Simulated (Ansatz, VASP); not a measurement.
## One calculation of Hf, two programs

```
CELL_PARAMETERS angstrom
3.19873 0.00000 0.00000
-1.59937 2.77018 0.00000
0.00000 0.00000 5.05050
ATOMIC_POSITIONS crystal
Hf 0.33333 0.66667 0.25000
Hf 0.66667 0.33333 0.75000
```

Alike in both runs: task single point; functional r2SCAN; k mesh 11 × 11 × 6; occupations fermi-dirac, width 0.01 eV; no spin polarisation.

```csv
,VASP,Ansatz
version,VASP 6.6.1,Ansatz 0.2.0
potentials or method,"VASP PAW PBE potentials, release 64 (Hf_pv), cutoff 520 eV","plane waves (500 eV) with PAW, scalar-relativistic"
valence electrons in the cell,20,52
```

```tsv
	VASP	Ansatz	Ansatz less VASP
pressure (GPa)	-0.6	0.0	+0.62
traceless stress, the component that is largest in VASP (GPa)	-0.08	0.07	+0.142
```

VASP's potentials were made for PBE, not for r2SCAN. The functional is the same, so the differences come from potentials, cutoffs and numerics. VASP's potentials hold 20 valence electrons a cell and Ansatz's 52, so a difference there can come from the potentials and not from the codes.

Spin-orbit coupling is off throughout.
